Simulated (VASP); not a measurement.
# MgO (NiAs type) (P6_3/mmc) in VASP: further runs, part 2 of 2

VASP 6.6.1. Earlier steps stand in the parts before.

## Step 3: Single point, PBE

This run uses another cell than the first one, of 6.71 Å³/atom, 1.118 times its volume.

File INCAR:

```
  ALGO = Normal
  EDIFF = 1E-7
  ENCUT = 520
  GGA = PE
  ISIF = 2
  ISMEAR = -1
  LASPH = True
  LCHARG = False
  LREAL = False
  LWAVE = False
  NBANDS = 16
  NELM = 80
  PREC = Accurate
  SIGMA = 0.08
```

File KPOINTS:

```
k-points
0
Gamma
  13 13 7
```

File POSCAR:

```
MgO
1.0
    2.9432445325      0.0000000000      0.0000000000
   -1.4716222662      2.5489245347      0.0000000000
    0.0000000000      0.0000000000      3.5791938418
Mg O
2 2
Direct
    0.3333333333      0.6666666667     -0.0619999209
    0.6666666667      0.3333333333      0.4380000791
    0.3333333333      0.6666666667      0.4379999209
    0.6666666667      0.3333333333      0.9379999209
```

Potentials or basis: VASP PAW PBE potentials, release 64 (Mg, O).

Command:

```console
$ cat potpaw_PBE.64/Mg/POTCAR potpaw_PBE.64/O/POTCAR > POTCAR
$ mpirun -np 1 vasp_std > vasp.out
```

OUTCAR:

```text
EDIFF = 1E-7
   ENCUT = 520
   GGA = PE
   ISIF = 2
   ISMEAR = -1
   LASPH = True
   LREAL = False
   NELM = 80
   PREC = Accurate

 ion  position               nearest neighbor table
   1  0.333  0.667  0.938-   4 1.70   4 1.70   4 1.70   3 1.79   3 1.79   2 2.47   2 2.47   2 2.47
                             2 2.47   2 2.47   2 2.47
   2  0.667  0.333  0.438-   3 1.70   3 1.70   3 1.70   4 1.79   4 1.79   1 2.47   1 2.47   1 2.47
                             1 2.47   1 2.47   1 2.47
   3  0.333  0.667  0.438-   2 1.70   2 1.70   2 1.70   1 1.79   1 1.79
   4  0.667  0.333  0.938-   1 1.70   1 1.70   1 1.70   2 1.79   2 1.79

  LATTYP: Found a hexagonal cell.
 ALAT       =     2.9432445325
 C/A-ratio  =     1.2160708369

  Lattice vectors:

 A1 = (   2.9432445325,   0.0000000000,   0.0000000000)
 A2 = (  -1.4716222662,   2.5489245347,   0.0000000000)
 A3 = (   0.0000000000,   0.0000000000,   3.5791938418)

Analysis of symmetry for initial positions (statically):
=====================================================================
 Subroutine PRICEL returns:
 Original cell was already a primitive cell.

 Routine SETGRP: Setting up the symmetry group for a
 hexagonal supercell.

 Subroutine GETGRP returns: Found 24 space group operations
 (whereof  6 operations were pure point group operations)
 out of a pool of 24 trial point group operations.

The static configuration has the point symmetry C_3v.
 The point group associated with its full space group is D_6h.

Analysis of symmetry for dynamics (positions and initial velocities):
=====================================================================
 Subroutine PRICEL returns:
 Original cell was already a primitive cell.

 Routine SETGRP: Setting up the symmetry group for a
 hexagonal supercell.

 Subroutine GETGRP returns: Found 24 space group operations
 (whereof  6 operations were pure point group operations)
 out of a pool of 24 trial point group operations.
[... 121 lines left out ...]
   ISMEAR =    -1;   SIGMA  =   0.08  broadening in eV -4-tet -1-fermi 0-gaus
   EFERMI_NEDOS =   21; number of points for ismear=-14 and -15
   IALGO  =     38    algorithm
   IMIX   =      4    mixing-type and parameters
     AMIX     =   0.40;   BMIX     =  1.00
     AMIX_MAG =   1.60;   BMIX_MAG =  1.00
  volume/ion in A,a.u.               =       6.71        45.30
  Fermi-wavevector in a.u.,A,eV,Ry     =   1.377607  2.603300 25.821147  1.897801
  Thomas-Fermi vector in A             =   2.502745
   LORBIT       =      0    0 simple, 1 ext, 2 COOP (PROOUT), +10 PAW based schemes
   GGA     = PE    functional components
   LHFCALC =     F    Hartree Fock is set to
   AEXX    =    0.0000 exact exchange contribution
   IVDW    =     0    specifies the selected vdW correction
   LEPSILON=     F    determine dielectric tensor
   LRPA    =     F    only Hartree local field effects (RPA)
 non-spin polarized calculation
  energy-cutoff  :      520.00
  volume of cell :       26.85
 maximum number of plane-waves:       749
 NGX is ok and might be reduce to    24
   NGX = 11   NGY = 11   NGZ = 13

 number of electron      15.9999993 magnetization

 Free energy of the ion-electron system (eV)
  ---------------------------------------------------
  ext. energy  EPLUGINS =         0.00000000
  ---------------------------------------------------
  free energy    TOTEN  =       -16.49074418 eV

  energy without entropy =      -16.49074418  energy(sigma->0) =      -16.49074418

 E-fermi :   7.9283     XC(G=0): -12.5072

 val. band max:        6.3702644908   @ k =   0.0000   0.0000   0.0000
 cond. band min:      12.5515174734   @ k =   0.0000   0.0000   0.0000
 fundamental gap:      6.1812529825
 Fermi energy:         7.9282877526

 k-point     1 :       0.0000    0.0000    0.0000
  band No.  band energies     occupation
      1     -13.4668      2.00000
      2     -10.4738      2.00000
      3       0.5944      2.00000
      4       3.4596      2.00000
      5       3.4596      2.00000
      6       4.5855      2.00000
[... 433 lines left out ...]
      3       0.9077      2.00000
      4       2.9673      2.00000
      5       3.2801      2.00000
      6       3.9059      2.00000
[... 8 lines left out ...]
     15      25.0677      0.00000
     16      27.0231      0.00000

 [... further k-points ...]
[... 5 lines left out ...]
  --------------------------------------------------------------------------------------
  -------------------------------------------------------------------------------------
  Total       32.8156557     32.8156557     32.5502823      0.0000000      0.0000000     -0.0000000
  in kB     1958.0470593   1958.0470593   1942.2127404      0.0000000      0.0000000     -0.0000000
  external PRESSURE =    1952.7689530 kB  Pullay stress =       0.0000000 kB

 VOLUME and BASIS-vectors are now :
 -----------------------------------------------------------------------------
  energy-cutoff  :      520.00
  volume of cell :       26.85
      direct lattice vectors                 reciprocal lattice vectors
     2.943244533  0.000000000  0.000000000     0.339761100  0.196161163  0.000000000
    -1.471622266  2.548924535  0.000000000     0.000000000  0.392322325  0.000000000
     0.000000000  0.000000000  3.579193842     0.000000000  0.000000000  0.279392524

 POSITION                                       TOTAL-FORCE (eV/Angst)
 -----------------------------------------------------------------------------------
     -0.00000      1.69928      3.35728        -0.000000      0.000000     -0.000000
      1.47162      0.84964      1.56769         0.000000     -0.000000     -0.000000
     -0.00000      1.69928      1.56769         0.000000     -0.000000      0.000000
      1.47162      0.84964      3.35728         0.000000     -0.000000      0.000000
 -----------------------------------------------------------------------------------
    total drift:                               -0.000000      0.000000      0.001375

  FREE ENERGIE OF THE ION-ELECTRON SYSTEM (eV)
  ---------------------------------------------------
  free  energy   TOTEN  =       -16.4907441767 eV

  energy  without entropy=      -16.4907441767  energy(sigma->0) =      -16.49074418
```

stdout:

```text
POSCAR found type information on POSCAR MgO
 POSCAR found :  2 types and       4 ions
 scaLAPACK will be used
 LDA part: xc-table for (Slater+PW92), standard interpolation
 POSCAR, INCAR and KPOINTS ok, starting setup
 FFT: planning ... GRIDC
 FFT: planning ... GRID_SOFT
 FFT: planning ... GRID
 WAVECAR not read
 entering main loop
```

Run time: 22 s. Hardware: 1 thread of Intel Xeon 6975P-C, shared host; peak memory 0.16 GiB.

Results:

| Property | Result |
| --- | --- |
| Free energy | -16.4907 eV |
| Pressure | 195.3 GPa |
| Band gap on the k mesh | 6.18 eV, direct |

## Step 4: Relaxation of cell and atoms, PBE, target pressure 190 GPa, at which the enthalpy is minimised

This run uses another cell than the first one, of 5.97 Å³/atom, 0.993 times its volume.

File INCAR:

```
SYSTEM = MgO
  ALGO = Normal
  EDIFF = 1E-7
  EDIFFG = -0.005
  ENCUT = 600
  GGA = PE
  IBRION = 2
  ISIF = 3
  ISMEAR = -1
  LASPH = .True.
  LCHARG = .False.
  LREAL = .False.
  LWAVE = .False.
  NELM = 100
  NSW = 60
  PREC = Accurate
  PSTRESS = 1900.0
  SIGMA = 0.08
```

File KPOINTS:

```
k-points
0
Gamma
  12 12 7
  0 0 0
```

File POSCAR:

```
MgO
1.0
    2.6098707804      0.0000000000      0.0000000000
   -1.3049353902      2.2602143964      0.0000000000
    0.0000000000      0.0000000000      4.0452997095
Mg O
2 2
Direct
    0.0000000000      0.0000000000      0.0000000000
    0.0000000000      0.0000000000      0.5000000000
    0.3333333333      0.6666666667      0.2500000000
    0.6666666667      0.3333333333      0.7500000000
```

Potentials or basis: VASP PAW PBE potentials, release 64 (Mg, O).

Command:

```console
$ cat potpaw_PBE.64/Mg/POTCAR potpaw_PBE.64/O/POTCAR > POTCAR
$ mpirun -np 1 vasp_std > vasp.out
```

OUTCAR:

```text
SYSTEM = MgO
   EDIFF = 1E-7
   EDIFFG = -0.005
   ENCUT = 600
   GGA = PE
   IBRION = 2
   ISIF = 3
   ISMEAR = -1
   LASPH = .True.
   LREAL = .False.
   NELM = 100
   NSW = 60
   PREC = Accurate
   PSTRESS = 1900.0

 ion  position               nearest neighbor table
   1  0.000  0.000  0.000-   3 1.81   4 1.81   3 1.81   4 1.81   4 1.81   3 1.81   2 2.02   2 2.02
                             2 3.30   2 3.30   2 3.30   2 3.30   2 3.30   2 3.30   2 3.30   2 3.30
   2  0.000  0.000  0.500-   3 1.81   4 1.81   3 1.81   4 1.81   4 1.81   3 1.81   1 2.02   1 2.02
                             1 3.30   1 3.30   1 3.30   1 3.30   1 3.30   1 3.30   1 3.30   1 3.30
   3  0.333  0.667  0.250-   1 1.81   2 1.81   1 1.81   2 1.81   1 1.81   2 1.81
   4  0.667  0.333  0.750-   1 1.81   2 1.81   1 1.81   2 1.81   1 1.81   2 1.81

  LATTYP: Found a hexagonal cell.
 ALAT       =     2.6098707804
 C/A-ratio  =     1.5500000000

  Lattice vectors:

 A1 = (   2.6098707804,   0.0000000000,   0.0000000000)
 A2 = (  -1.3049353902,   2.2602143964,   0.0000000000)
 A3 = (   0.0000000000,   0.0000000000,   4.0452997095)

Analysis of symmetry for initial positions (statically):
=====================================================================
 Subroutine PRICEL returns:
 Original cell was already a primitive cell.

 Routine SETGRP: Setting up the symmetry group for a
 hexagonal supercell.

 Subroutine GETGRP returns: Found 24 space group operations
 (whereof 12 operations were pure point group operations)
 out of a pool of 24 trial point group operations.

The static configuration has the point symmetry D_3d.
 The point group associated with its full space group is D_6h.

Analysis of symmetry for dynamics (positions and initial velocities):
=====================================================================
 Subroutine PRICEL returns:
 Original cell was already a primitive cell.

 Routine SETGRP: Setting up the symmetry group for a
 hexagonal supercell.

 Subroutine GETGRP returns: Found 24 space group operations
 (whereof 12 operations were pure point group operations)
 out of a pool of 24 trial point group operations.

The dynamic configuration has the point symmetry D_3d.
 The point group associated with its full space group is D_6h.

 Subroutine INISYM returns: Found 24 space group operations
 (whereof 12 operations are pure point group operations),
 and found     1 'primitive' translations

----------------------------------------------------------------------------------------

                                     Primitive cell

  volume of cell :      23.8627

  direct lattice vectors                    reciprocal lattice vectors
     2.609870780  0.000000000  0.000000000     0.383160733  0.221217952  0.000000000
    -1.304935390  2.260214396  0.000000000     0.000000000  0.442435904  0.000000000
     0.000000000  0.000000000  4.045299710     0.000000000  0.000000000  0.247200473

  length of vectors
     2.609870780  2.609870780  4.045299710     0.442435904  0.442435904  0.247200473

  position of ions in fractional coordinates (direct lattice)
     0.000000000  0.000000000  0.000000000
     0.000000000  0.000000000  0.500000000
     0.333333333  0.666666667  0.250000000
     0.666666667  0.333333333  0.750000000

  ion indices of the primitive-cell ions
   primitive index   ion index
                 1           1
                 2           2
                 3           3
                 4           4

----------------------------------------------------------------------------------------

[... 71 lines left out ...]
   EDIFFG = -.5E-02   stopping-criterion for IOM
   NSW    =     60    number of steps for IOM
   IBRION =      2    ionic relax: 0-MD 1-quasi-New 2-CG
   NFREE  =      1    steps in history (QN), initial steepest desc. (CG)
   ISIF   =      3    stress and relaxation
   ISYM   =      2    0-nonsym 1-usesym 2-fastsym
   POTIM  = 0.5000    time-step for ionic-motion
   TEBEG  =    0.0;   TEEND  =   0.0 temperature during run
   PSTRESS= 1900.0 pullay stress
   NELECT =      16.0000    total number of electrons
   NUPDOWN=      -1.0000    fix difference up-down
   EMIN   =  10.00;   EMAX   =-10.00  energy-range for DOS
   EFERMI =   0.00;   METHOD = LEGACY
   ISMEAR =    -1;   SIGMA  =   0.08  broadening in eV -4-tet -1-fermi 0-gaus
   EFERMI_NEDOS =   21; number of points for ismear=-14 and -15
   IALGO  =     38    algorithm
   IMIX   =      4    mixing-type and parameters
     AMIX     =   0.40;   BMIX     =  1.00
     AMIX_MAG =   1.60;   BMIX_MAG =  1.00
  volume/ion in A,a.u.               =       5.97        40.26
  Fermi-wavevector in a.u.,A,eV,Ry     =   1.432875  2.707742 27.934549  2.053131
  Thomas-Fermi vector in A             =   2.552455
   LORBIT       =      0    0 simple, 1 ext, 2 COOP (PROOUT), +10 PAW based schemes
   GGA     = PE    functional components
   LHFCALC =     F    Hartree Fock is set to
   AEXX    =    0.0000 exact exchange contribution
   IVDW    =     0    specifies the selected vdW correction
   LEPSILON=     F    determine dielectric tensor
   LRPA    =     F    only Hartree local field effects (RPA)
 conjugate gradient relaxation of ions
 non-spin polarized calculation
  energy-cutoff  :      600.00
  volume of cell :       23.86
 maximum number of plane-waves:       806
 NGX is ok and might be reduce to    24
   NGX = 11   NGY = 11   NGZ = 17

--------------------------------------- Ionic step        1  -------------------------------------------

 number of electron      16.0000008 magnetization

 Free energy of the ion-electron system (eV)
  ---------------------------------------------------
  ext. energy  EPLUGINS =         0.00000000
  ---------------------------------------------------
  free energy    TOTEN  =       -16.38201084 eV

  energy without entropy =      -16.38201084  energy(sigma->0) =      -16.38201084

------------------------ aborting loop because EDIFF is reached ----------------------------------------

  FORCE on cell =-STRESS in cart. coord.  units (eV):
  Direction    XX          YY          ZZ          XY          YZ          ZX
  --------------------------------------------------------------------------------------
  -------------------------------------------------------------------------------------
  Total       24.8336213     24.8336213     40.3981940      0.0000000     -0.0000000      0.0000000
  in kB     1667.3673417   1667.3673417   2712.3965735      0.0000000     -0.0000000      0.0000000
  external PRESSURE =     115.7104190 kB  Pullay stress =    1900.0000000 kB
[... 103 lines left out ...]
  energy  without entropy=      -18.1476865127  energy(sigma->0) =      -18.14768651

  enthalpy is  TOTEN    =        11.2268358444 eV   P V=       29.3745223571

 E-fermi :  10.5698     XC(G=0): -13.7423

 val. band max:        8.9478443170   @ k =   0.0000   0.0000   0.0000
 cond. band min:      18.7166737610   @ k =   0.0000   0.0000   0.0000
 fundamental gap:      9.7688294440
 Fermi energy:        10.5698244832

 k-point     1 :       0.0000    0.0000    0.0000
  band No.  band energies     occupation
      1     -12.3599      2.00000
      2      -9.9317      2.00000
      3       0.6339      2.00000
      4       7.3577      2.00000
      5       7.8546      2.00000
      6       7.8546      2.00000
      7       8.9478      2.00000
      8       8.9478      2.00000
      9      18.7167      0.00000
     10      21.6623      0.00000
     11      23.9078      0.00000
     12      26.3945      0.00000
[... 333 lines left out ...]
      1     -10.1831      2.00000
      2      -9.0747      2.00000
      3       2.6426      2.00000
      4       3.4010      2.00000
      5       3.9777      2.00000
      6       6.3612      2.00000
      7       7.1693      2.00000
      8       7.5788      2.00000
      9      20.0957      0.00000
     10      21.5324      0.00000
     11      23.2900      0.00000
     12      24.8009      0.00000

 [... further k-points ...]

[... ionic steps 4 to 8 ...]

--------------------------------------- Ionic step        9  -------------------------------------------

 number of electron      16.0000007 magnetization

------------------------ aborting loop because EDIFF is reached ----------------------------------------
[... 75 lines left out ...]
--------------------------------------- Ionic step       11  -------------------------------------------

 number of electron      16.0000007 magnetization

 Free energy of the ion-electron system (eV)
  ---------------------------------------------------
  ext. energy  EPLUGINS =         0.00000000
  ---------------------------------------------------
  free energy    TOTEN  =       -17.41472346 eV

  energy without entropy =      -17.41472346  energy(sigma->0) =      -17.41472346

 E-fermi :   9.3826     XC(G=0): -13.3355

 val. band max:        7.7969915553   @ k =   0.0000   0.0000   0.0000
 cond. band min:      17.3852357611   @ k =   0.0000   0.0000   0.0000
 fundamental gap:      9.5882442059
 Fermi energy:         9.3825942741

 k-point     1 :       0.0000    0.0000    0.0000
  band No.  band energies     occupation
      1     -12.6850      2.00000
      2     -10.3420      2.00000
      3       0.2851      2.00000
      4       6.7190      2.00000
      5       6.7190      2.00000
      6       6.8036      2.00000
      7       7.7970      2.00000
      8       7.7970      2.00000
      9      17.3852      0.00000
     10      19.5880      0.00000
     11      22.4772      0.00000
     12      25.0804      0.00000
[... 380 lines left out ...]
  energy  without entropy=      -17.4147234555  energy(sigma->0) =      -17.41472346

  enthalpy is  TOTEN    =        11.1786867619 eV   P V=       28.5934102174

 reached required accuracy - stopping structural energy minimisation
```

OSZICAR:

```text
N       E                     dE             d eps       ncg     rms          rms(c)
DAV:   1     0.784288896922E+02    0.78429E+02   -0.10065E+04  2032   0.143E+03
DAV:   2    -0.179937085356E+02   -0.96423E+02   -0.90022E+02  2244   0.285E+02
DAV:   3    -0.206584530110E+02   -0.26647E+01   -0.26589E+01  2376   0.470E+01
[... 92 lines left out ...]
DAV:   1    -0.174148052100E+02    0.28321E-01   -0.21571E-03  1944   0.526E-01    0.670E-02
DAV:   2    -0.174147279023E+02    0.77308E-04   -0.21231E-04  2032   0.147E-01    0.169E-02
DAV:   3    -0.174147241189E+02    0.37833E-05   -0.13539E-05  2072   0.359E-02    0.562E-03
DAV:   4    -0.174147234090E+02    0.70991E-06   -0.14918E-06  2036   0.139E-02    0.150E-03
DAV:   5    -0.174147234555E+02   -0.46525E-07   -0.14629E-07   956   0.400E-03
  11 F= 0.11178687E+02 E0= 0.11178687E+02  d E =-.143865E-04
```

Wall time 2.5 min (1 thread of Intel Xeon Platinum 8259CL at 2.50GHz (Skylake/Cascade Lake), shared host); peak memory 0.18 GiB.

What came out:

* Free energy: -17.4147 eV
* Relaxed volume: 6.03 Å³/atom
* Relaxed cell: a = 2.502 Å, b = 2.502 Å, c = 4.449 Å, α = 90.00°, β = 90.00°, γ = 120.00°
* Space group after relaxing (to 0.05 Å): P6_3/mmc (No. 194)
* Energy change on relaxing (the enthalpy is what falls): -258.2 meV/atom
* Ionic steps: 11
* Pressure after relaxing: 190.0 GPa
* Band gap on the k mesh: 9.59 eV, direct

Step by step:
```csv
step,energy change (eV),largest force (eV/Å),pressure (GPa),volume (Å³)
1,0.0000,0.0000,201.57,23.86
2,-2.0389,0.0000,158.61,25.11
3,-1.7657,0.0000,169.70,24.77
4,1.2706,0.0000,251.93,22.47
5,-1.0761,0.0000,188.78,24.15
6,-1.0462,0.0000,189.60,24.12
7,-1.0309,0.0000,190.02,24.11
8,-1.0175,0.0000,190.45,24.10
9,-1.0195,0.0000,190.38,24.10
10,-1.0611,0.0000,189.23,24.14
11,-1.0327,0.0000,190.01,24.11
```

Final structure:
```
CELL_PARAMETERS angstrom
2.50170 0.00000 0.00000
-1.25085 2.16654 0.00000
0.00000 0.00000 4.44857
ATOMIC_POSITIONS crystal
Mg 0.00000 0.00000 0.00000
Mg 0.00000 0.00000 0.50000
O 0.33333 0.66667 0.25000
O 0.66667 0.33333 0.75000
```

Levels at points of the mesh, in eV from the valence-band top:
| k point | band 6 | band 7 | band 8 | band 9 | band 10 | band 11 |
| --- | --- | --- | --- | --- | --- | --- |
| (0.00, 0.00, 0.00) | -0.99 | 0.00 | 0.00 | 9.59 | 11.79 | 14.68 |
| (0.50, 0.00, 0.00) | -2.91 | -1.89 | -1.53 | 10.65 | 12.11 | 13.42 |

Caveat: the cell is relaxed towards a set pressure, so the enthalpy falls and the energy may rise.

## Step 5: Overview

| task | cell | k mesh | cutoff (eV) | gap on the mesh (eV) | pressure (GPa) |
| --- | --- | --- | --- | --- | --- |
| single point | a = 2.499, b = 2.499, c = 4.442 Å, angles 90.0, 90.0, 120.0°, 4 atoms | 12 × 12 × 7 | 520 | 9.64 | 193.3 |
| single point | a = 2.943, b = 2.943, c = 3.579 Å, angles 90.0, 90.0, 120.0°, 4 atoms | 13 × 13 × 7 | 520 | 6.18 | 195.3 |
| relaxation of cell and atoms | relaxed to 190 GPa from a = 2.610, b = 2.610, c = 4.045 Å, angles 90.0, 90.0, 120.0°, 4 atoms | 12 × 12 × 7 | 600 | 9.59 | 190.0 |

Alike in all rows: level PBE; potentials or basis VASP PAW PBE potentials, release 64 (Mg, O); no spin polarisation; smearing fermi-dirac 0.08 eV.

Caveats: the cell is relaxed towards a set pressure, so the enthalpy falls and the energy may rise (some runs).

Total energies depend on the potentials used, so only differences within one code and one set of settings carry meaning.
